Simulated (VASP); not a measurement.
A run of VASP 6.6.1:

INCAR

```
PREC = Accurate
ENCUT = 520
EDIFF = 1E-6
ISMEAR = -1
SIGMA = 0.05
LREAL = F
LASPH = T
NELM = 150
ALGO = Normal
ISIF = 2
LWAVE = F
LCHARG = F
ISPIN = 2
MAGMOM = 1
LORBIT = 11
LMAXMIX = 4
GGA = CA
NBANDS = 15
```

KPOINTS

```
regular mesh
0
Gamma
  21 21 21
```

Contents of POSCAR:

```
Ni
1.0
    0.0000000000      1.5197124748      1.5197124748
    1.5197124748      0.0000000000      1.5197124748
    1.5197124748      1.5197124748      0.0000000000
Ni
1
Direct
    0.0000000000      0.0000000000      0.0000000000
```

Potentials or basis: VASP PAW LDA potentials, release 64 (Ni).

Command:

```console
$ cat potpaw_LDA.64/Ni/POTCAR > POTCAR
$ mpirun -np 1 vasp_std > vasp.out
```

Hardware: 1 thread of Intel Xeon 8259CL, on a shared host.

**Question.** How long does it take, and how much memory?

**Answer.** It took 46 s on 1 thread of Intel Xeon 8259CL, with other jobs on the host, peak memory 0.15 GiB. Counts: scf iterations 12, k points 286.
